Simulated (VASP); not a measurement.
# MgAl15HN16 (a cell with a defect) in VASP: a series of runs

Runs on MgAl15HN16 (a cell with a defect). Level: PBE. Tasks: single point.

Everything below comes from runs of VASP 6.6.1. Logs are shortened: lines on timing, memory, paths and dates and some standing lists are left out, and cuts for length are marked.

### 1 The cell of the first run

The cell holds a defect, 33 atoms: a = 6.260 Å, b = 6.260 Å, c = 10.035 Å, α = 90.00°, β = 90.00°, γ = 120.00°.

### 2 Single point, PBE

The input, INCAR:

```
PREC     = Accurate       # precision mode
ENCUT    = 520            # plane-wave cutoff, eV
EDIFF    = 1E-7           # SCF threshold, eV
ISMEAR   = 0              # smearing method
SIGMA    = 0.01           # smearing width, eV
LREAL    = Auto         
LASPH    = True           # aspherical terms in the spheres
NELM     = 80             # most SCF steps
ALGO     = Normal         # electronic algorithm
ISIF     = 2              # what is computed and relaxed
LWAVE    = False          # write WAVECAR
LCHARG   = False          # write CHGCAR
GGA      = PE             # functional
NBANDS   = 86             # bands
```

The input, KPOINTS:

```
Automatic mesh
0
Gamma
  1 1 1
  0.25 0.25 0.25
```

The input, POSCAR:

```
MgAl15HN16
1.0
    6.2595139102      0.0000000601      0.0000000000
   -3.1297570100      5.4208980298      0.0000000000
    0.0000000000      0.0000000000     10.0348065900
Al Mg N H
15 1 16 1
Direct
    0.3297819290      0.1709116665      0.2372462960
    0.3326978727      0.1678275971      0.7539889055
    0.1643233818      0.3362435922      0.9981620281
    0.3322308120      0.6708268310      0.2502063971
    0.1532908859      0.8159520320      0.5061951453
    0.3324603115      0.6644348000      0.7521376820
    0.1641034131      0.8335552379      0.9999777303
    0.8298014288      0.1684195194      0.2501613487
    0.6845994899      0.3472459870      0.5061583865
    0.8359636512      0.1679860900      0.7521593724
    0.6670007085      0.3365156824      0.9999910835
    0.8313474950      0.6692903320      0.2497965012
    0.6626073010      0.8377535087      0.5011062983
    0.8312013356      0.6694541722      0.7528516377
    0.6648018412      0.8357590776      1.0011461537
    0.1703632259      0.3299184012      0.4985245970
    0.3499365284      0.1506107108      0.4311683846
    0.1643115124      0.3363841730      0.1896251023
    0.3316904549      0.1688694735      0.9436240303
    0.1690258924      0.3312639614      0.7004944375
    0.3381566964      0.6850373182      0.4368801781
    0.1639904805      0.8334466570      0.1886304534
    0.3315783491      0.6713987667      0.9417504058
    0.1660954611      0.8322061824      0.6929312753
    0.8152377860      0.1621235109      0.4368201571
    0.6670970536      0.3365620480      0.1886240667
    0.8291092469      0.1689926922      0.9417790866
    0.6684296290      0.3345537585      0.6929192057
    0.8294827649      0.6710027419      0.4405025997
    0.6664961746      0.8341413697      0.1897138905
    0.8301856845      0.6703511330      0.9409442362
    0.6667421175      0.8336019099      0.6915429936
    0.4437551211      0.0565612877      0.4043931606
```

Potentials or basis: VASP PAW PBE potentials, release 64 (Al, Mg, N, H).

The run is started by

```sh
$ cat potpaw_PBE.64/Al/POTCAR potpaw_PBE.64/Mg/POTCAR potpaw_PBE.64/N/POTCAR potpaw_PBE.64/H/POTCAR > POTCAR
$ mpirun -np 1 vasp_std > vasp.out
```

OUTCAR:

```text
PREC = Accurate
   ENCUT = 520
   EDIFF = 1E-7
   ISMEAR = 0
   LREAL = Auto
   LASPH = True
   NELM = 80
   ISIF = 2
   GGA = PE

 ion  position               nearest neighbor table
   1  0.330  0.171  0.237-  18 1.86  26 1.89  22 1.89  17 1.96  33 2.08   3 3.00  11 3.00   7 3.00
                             4 3.12   8 3.12  12 3.13  12 3.13  16 3.14   8 3.14   4 3.14   9 3.31
   2  0.333  0.168  0.754-  20 1.85  19 1.90  24 1.92  28 1.92   3 3.06   7 3.06  11 3.06  16 3.11
                             6 3.11  10 3.11  14 3.13  14 3.13   5 3.13   9 3.13  10 3.15   6 3.15
   3  0.164  0.336  0.998-  19 1.90  23 1.90  27 1.90  18 1.92   1 3.00   6 3.04  10 3.04   2 3.06
                             8 3.11   4 3.11   7 3.11  11 3.11  15 3.13  15 3.13  11 3.15   7 3.15
   4  0.332  0.671  0.250-  21 1.87  22 1.90  30 1.91  18 1.91  15 3.08   7 3.09  13 3.09  16 3.10
                             3 3.11   5 3.11   8 3.11   1 3.12  12 3.13  12 3.13   1 3.14   8 3.14
   5  0.153  0.816  0.506-  21 1.86  24 1.88  29 1.88  33 1.97  17 1.97   9 2.93  14 3.03   6 3.05
                            16 3.10  12 3.11   4 3.11  13 3.12   2 3.13  13 3.14  16 3.17   1 3.31
   6  0.332  0.664  0.752-  20 1.88  23 1.90  24 1.91  32 1.91   3 3.04   5 3.05  15 3.08   7 3.09
                            13 3.09  14 3.11  10 3.11   2 3.11  16 3.13   2 3.15  10 3.15  14 3.15
   7  0.164  0.834  1.000-  23 1.88  22 1.89  19 1.90  31 1.90   1 3.00   2 3.06  14 3.07   4 3.09
                             6 3.09  12 3.09  11 3.11   3 3.11  15 3.13  15 3.13   3 3.15  11 3.15
   8  0.830  0.168  0.250-  25 1.87  26 1.90  30 1.91  18 1.91  15 3.08  11 3.09  13 3.09  16 3.10
                             3 3.11   9 3.11   4 3.11   1 3.12  12 3.13  12 3.13   1 3.14   4 3.14
   9  0.685  0.347  0.506-  25 1.86  28 1.88  29 1.88  33 1.97  17 1.97   5 2.93  14 3.03  10 3.05
                            16 3.10  12 3.11   8 3.11  13 3.12   2 3.13  13 3.14  16 3.17   1 3.31
  10  0.836  0.168  0.752-  20 1.88  27 1.90  28 1.91  32 1.91   3 3.04   9 3.05  15 3.08  11 3.09
                            13 3.09  14 3.11   6 3.11   2 3.11  16 3.12   2 3.15   6 3.15  14 3.15
  11  0.667  0.337  1.000-  27 1.88  26 1.89  19 1.90  31 1.90   1 3.00   2 3.06  14 3.07   8 3.09
                            10 3.09  12 3.09   7 3.11   3 3.11  15 3.13  15 3.13   3 3.15   7 3.15
  12  0.831  0.669  0.250-  30 1.89  22 1.90  26 1.91  29 1.91  15 3.08  11 3.09   7 3.09   9 3.11
                             5 3.11  13 3.11   4 3.13   8 3.13   8 3.13   4 3.13   1 3.13   1 3.13
  13  0.663  0.838  0.501-  25 1.87  21 1.87  29 1.91  32 1.91   4 3.09   6 3.09  10 3.09   8 3.09
                            12 3.11  14 3.12   5 3.12   9 3.12  16 3.13  16 3.13   9 3.14   5 3.14
  14  0.831  0.669  0.753-  32 1.88  31 1.89  24 1.91  28 1.91   5 3.03   9 3.03   7 3.07  11 3.07
                            15 3.08  10 3.11   6 3.11  13 3.12   2 3.13   2 3.13   6 3.15  10 3.15
  15  0.665  0.836  0.001-  31 1.89  30 1.89  27 1.90  23 1.90  14 3.08  12 3.08  10 3.08   6 3.08
                             8 3.08   4 3.08   7 3.13  11 3.13   3 3.13   3 3.13  11 3.13   7 3.13
  16  0.170  0.330  0.499-  21 2.02  25 2.02  20 2.03  17 2.06   9 3.10   5 3.10   8 3.10   4 3.10
                             2 3.11  10 3.12   6 3.13  13 3.13  13 3.13   1 3.14   5 3.17   9 3.17
  17  0.350  0.151  0.431-  33 1.05   1 1.96   9 1.97   5 1.97  16 2.06
  18  0.164  0.336  0.190-   1 1.86   4 1.91   8 1.91   3 1.92
  19  0.332  0.169  0.944-   3 1.90   2 1.90   7 1.90  11 1.90
  20  0.169  0.331  0.700-   2 1.85  10 1.88   6 1.88  16 2.03
  21  0.338  0.685  0.437-   5 1.86  13 1.87   4 1.87  16 2.02
  22  0.164  0.833  0.189-   7 1.89   1 1.89   4 1.90  12 1.90
  23  0.332  0.671  0.942-   7 1.88  15 1.90   3 1.90   6 1.90
[... 8 lines left out ...]
  32  0.667  0.834  0.692-  14 1.88   6 1.91  13 1.91  10 1.91
  33  0.444  0.057  0.404-  17 1.05   5 1.97   9 1.97   1 2.08

  LATTYP: Found a hexagonal cell.
 ALAT       =     6.2595139102
 C/A-ratio  =     1.6031287308

  Lattice vectors:

 A1 = (   6.2595139102,   0.0000000601,   0.0000000000)
 A2 = (  -3.1297570100,   5.4208980298,   0.0000000000)
 A3 = (   0.0000000000,   0.0000000000,  10.0348065900)

Analysis of symmetry for initial positions (statically):
=====================================================================
 Subroutine PRICEL returns:
 Original cell was already a primitive cell.

 Routine SETGRP: Setting up the symmetry group for a
 hexagonal supercell.

 Subroutine GETGRP returns: Found  1 space group operations
 (whereof  1 operations were pure point group operations)
 out of a pool of 24 trial point group operations.

The static configuration has the point symmetry C_1 .

Analysis of symmetry for dynamics (positions and initial velocities):
=====================================================================
 Subroutine PRICEL returns:
 Original cell was already a primitive cell.

 Routine SETGRP: Setting up the symmetry group for a
 hexagonal supercell.

 Subroutine GETGRP returns: Found  1 space group operations
 (whereof  1 operations were pure point group operations)
 out of a pool of 24 trial point group operations.

The dynamic configuration has the point symmetry C_1 .

[... 109 lines left out ...]

 Subroutine IBZKPT returns following result:
 ===========================================

 Found      6 irreducible k-points:

 Following reciprocal coordinates:
            Coordinates               Weight
  0.250000  0.250000  0.250000      2.000000
 -0.250000  0.500000  0.250000      2.000000
  0.500000  0.250000  0.250000      2.000000
 -0.250000 -0.250000  0.250000      2.000000
  0.250000  0.500000  0.250000      2.000000
  0.500000 -0.250000  0.250000      2.000000
   k-points           NKPTS =      6   k-points in BZ     NKDIM =      6   number of bands    NBANDS=     86
   number of dos      NEDOS =    301   number of ions     NIONS =     33
   total plane-waves  NPLWV = 184320
   dimension x,y,z NGX =    48 NGY =   48 NGZ =   80
   dimension x,y,z NGXF=    96 NGYF=   96 NGZF=  160
   ions per type =              15   1  16   1
   NGX,Y,Z   is equivalent  to a cutoff of  12.75, 12.75, 13.25 a.u.
   NGXF,Y,Z  is equivalent  to a cutoff of  25.50, 25.50, 26.51 a.u.
 SYSTEM =  unknown system
   PREC   = accura    normal or accurate (medium, high low for compatibility)
   ISTART =      0    job   : 0-new  1-cont  2-samecut
   ICHARG =      2    charge: 1-file 2-atom 10-const
   ISPIN  =      1    spin polarized calculation?
   LNONCOLLINEAR =      F non collinear calculations
   LSORBIT =      F    spin-orbit coupling
   LASPH  =      T    aspherical Exc in radial PAW
   ENCUT  =  520.0 eV  38.22 Ry    6.18 a.u.  11.64 11.64 18.66*2*pi/ulx,y,z
   NELM   =     80;   NELMIN=  2; NELMDL= -5     # of ELM steps
   EDIFF  = 0.1E-06   stopping-criterion for ELM
   LREAL  =      T    real-space projection
   EDIFFG = 0.1E-05   stopping-criterion for IOM
   NSW    =      0    number of steps for IOM
   IBRION =     -1    ionic relax: 0-MD 1-quasi-New 2-CG
   NFREE  =      0    steps in history (QN), initial steepest desc. (CG)
   ISIF   =      2    stress and relaxation
   ISYM   =      2    0-nonsym 1-usesym 2-fastsym
   POTIM  = 0.5000    time-step for ionic-motion
   TEBEG  =    0.0;   TEEND  =   0.0 temperature during run
   PSTRESS=    0.0 pullay stress
   NELECT =     128.0000    total number of electrons
   NUPDOWN=      -1.0000    fix difference up-down
   EMIN   =  10.00;   EMAX   =-10.00  energy-range for DOS
   EFERMI =   0.00;   METHOD = LEGACY
   ISMEAR =     0;   SIGMA  =   0.01  broadening in eV -4-tet -1-fermi 0-gaus
   EFERMI_NEDOS =   21; number of points for ismear=-14 and -15
   IALGO  =     38    algorithm
   IMIX   =      4    mixing-type and parameters
     AMIX     =   0.40;   BMIX     =  1.00
     AMIX_MAG =   1.60;   BMIX_MAG =  1.00
  volume/ion in A,a.u.               =      10.32        69.63
  Fermi-wavevector in a.u.,A,eV,Ry     =   1.181511  2.232733 18.993310  1.395969
  Thomas-Fermi vector in A             =   2.317783
   LORBIT       =      0    0 simple, 1 ext, 2 COOP (PROOUT), +10 PAW based schemes
   GGA     = PE    functional components
   LHFCALC =     F    Hartree Fock is set to
   AEXX    =    0.0000 exact exchange contribution
   IVDW    =     0    specifies the selected vdW correction
   LEPSILON=     F    determine dielectric tensor
   LRPA    =     F    only Hartree local field effects (RPA)
 non-spin polarized calculation
 Gauss-broadening in eV      SIGMA  =   0.01
  energy-cutoff  :      520.00
  volume of cell :      340.50
 maximum number of plane-waves:      9148
 NGX is ok and might be reduce to    48
   NGX = 23   NGY = 23   NGZ = 37

 number of electron     128.0000001 magnetization

 Free energy of the ion-electron system (eV)
  ---------------------------------------------------
  ext. energy  EPLUGINS =         0.00000000
  ---------------------------------------------------
  free energy    TOTEN  =      -240.08589172 eV

  energy without entropy =     -240.08589172  energy(sigma->0) =     -240.08589172

 E-fermi :   5.8254     XC(G=0): -10.8452

 val. band max:        5.7412961721   @ k =   0.5000   0.2500   0.2500
 cond. band min:      11.1303798667   @ k =  -0.2500   0.5000   0.2500
 fundamental gap:      5.3890836946
 Fermi energy:         5.8254031592

 k-point     1 :       0.2500    0.2500    0.2500
  band No.  band energies     occupation
      1      -9.9108      2.00000
      2      -8.5933      2.00000
      3      -8.2419      2.00000
      4      -7.9737      2.00000
      5      -7.9387      2.00000
      6      -7.6872      2.00000
[... 463 lines left out ...]
     75      12.7428      0.00000
     76      12.8946      0.00000
 [bands above 76 left out]

------------------------ aborting loop because EDIFF is reached ----------------------------------------

  FORCE on cell =-STRESS in cart. coord.  units (eV):
  Direction    XX          YY          ZZ          XY          YZ          ZX
  --------------------------------------------------------------------------------------
  -------------------------------------------------------------------------------------
  Total        3.1334856      3.1235674     13.4871420     -0.0069986     -0.5470307      0.9231520
  in kB       14.7440714     14.6974032     63.4614014     -0.0329309     -2.5739580      4.3437313
  external PRESSURE =      30.9676253 kB  Pullay stress =       0.0000000 kB

 VOLUME and BASIS-vectors are now :
 -----------------------------------------------------------------------------
  energy-cutoff  :      520.00
  volume of cell :      340.50
      direct lattice vectors                 reciprocal lattice vectors
     6.259513910  0.000000060  0.000000000     0.159756813  0.092235641  0.000000000
    -3.129757010  5.420898030  0.000000000    -0.000000002  0.184471279  0.000000000
     0.000000000  0.000000000 10.034806590     0.000000000  0.000000000  0.099653141

 POSITION                                       TOTAL-FORCE (eV/Angst)
 -----------------------------------------------------------------------------------
      1.52936      0.92649      2.38072         0.106873     -0.069771      0.005568
      1.55727      0.90978      7.56613         0.132340     -0.070022      0.012168
     -0.02378      1.82274     10.01636        -0.131341      0.074204     -0.000382
     -0.01992      3.63648      2.51077         0.129466     -0.070457     -0.002347
     -1.59421      4.42319      5.07957        -0.078085      0.125929     -0.002436
      0.00152      3.60183      7.54756         0.107672     -0.070858     -0.001491
[... 25 lines left out ...]
      1.56451      4.51887      6.93950        -0.182059      0.112823     -0.055035
      2.60067      0.30661      4.05801         0.138199     -0.077031     -0.020517
 -----------------------------------------------------------------------------------
    total drift:                                0.006385     -0.003543      0.023425

  FREE ENERGIE OF THE ION-ELECTRON SYSTEM (eV)
  ---------------------------------------------------
  free  energy   TOTEN  =      -240.0858917236 eV

  energy  without entropy=     -240.0858917236  energy(sigma->0) =     -240.08589172
```

It took 3.6 min on 1 thread of Intel Xeon 6975P-C (Granite Rapids), shared host; peak memory 0.49 GiB.

Results:

| Item | Value |
| --- | --- |
| Free energy | -240.0859 eV |
| Pressure | 3.1 GPa |
| Largest force | 0.243 eV/Å |
| Band gap on the k mesh | 5.39 eV |

Forces on the atoms (eV/Å):
```
Al   0.107 -0.070  0.006
Al   0.132 -0.070  0.012
Al  -0.131  0.074  0.000
Al   0.129 -0.070 -0.002
Al  -0.078  0.126 -0.002
Al   0.108 -0.071 -0.001
Al  -0.114  0.074  0.000
Al   0.126 -0.080  0.001
Al  -0.149  0.000  0.001
Al   0.111 -0.061 -0.003
Al  -0.121  0.058 -0.004
Al   0.096 -0.059  0.004
Al  -0.066  0.038  0.019
Al   0.123 -0.077  0.013
Al  -0.125  0.071  0.011
Mg  -0.090  0.052 -0.001
N    0.071 -0.043  0.073
N   -0.212  0.119 -0.013
N    0.189 -0.109  0.026
N   -0.185  0.114 -0.020
N    0.133 -0.111 -0.032
N   -0.162  0.106  0.008
N    0.186 -0.106 -0.005
N   -0.159  0.101  0.016
N    0.167 -0.051 -0.028
N   -0.168  0.098  0.009
N    0.188 -0.109 -0.007
N   -0.172  0.080  0.017
N    0.099 -0.053  0.010
N   -0.166  0.093 -0.021
N    0.178 -0.098 -0.007
N   -0.182  0.113 -0.055
H    0.138 -0.077 -0.021
```

Stress tensor (GPa, compression positive):
```
 1.47  0.00  0.43
 0.00  1.47 -0.26
 0.43 -0.26  6.35
```

Caveat: the k points lie up to 0.58 Å⁻¹ apart.

(Part 1 of 2 ends here.)
